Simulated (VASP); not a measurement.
Sn, 1 atom in the cell. The structure is orthorhombic, space group Fmmm (No. 69). The conventional cell has a = 3.789 Å, b = 5.305 Å, c = 5.412 Å, α = 90.00°, β = 90.00°, γ = 90.00°. Sn (site symmetry mmm) has 14 Sn at 3.26 to 3.79 Å within 4.3 Å.  This cell differs from its parent crystal: strain -0.0200 x Voigt [0, 0, 0, 0, 0, 1].

- Program: VASP 6.6.1
- Task: single point
- Functional: r2SCAN
- Potentials or basis: VASP PAW PBE potentials, release 64 (Sn_d)
- Cutoff: 520 eV
- k mesh: 18 × 18 × 18
- Occupations: gaussian, width 0.15 eV
- Spin: no spin polarisation
- Dipole correction: no
- Further INCAR settings: ALGO = Normal; EDIFF = 1e-06; NBANDS = 13

Potentials or basis: VASP PAW PBE potentials, release 64 (Sn_d).

The run is started by

```console
$ cat potpaw_PBE.64/Sn_d/POTCAR > POTCAR
$ cp INCAR.step1 INCAR
$ mpirun -np 1 vasp_std > vasp.out
$ cp INCAR.step2 INCAR
$ mpirun -np 1 vasp_std > vasp.out
```

Hardware: 1 thread of Intel(R) Xeon(R) Platinum 8259CL CPU @ 2.50GHz (Skylake/Cascade Lake), with other jobs on the host.

Q: How long does it take, and how much memory?

A: Run time: 19 min on 1 thread of Intel(R) Xeon(R) Platinum 8259CL CPU @ 2.50GHz (Skylake/Cascade Lake), on a shared host, peak memory 0.39 GiB. Counts: k points 865.
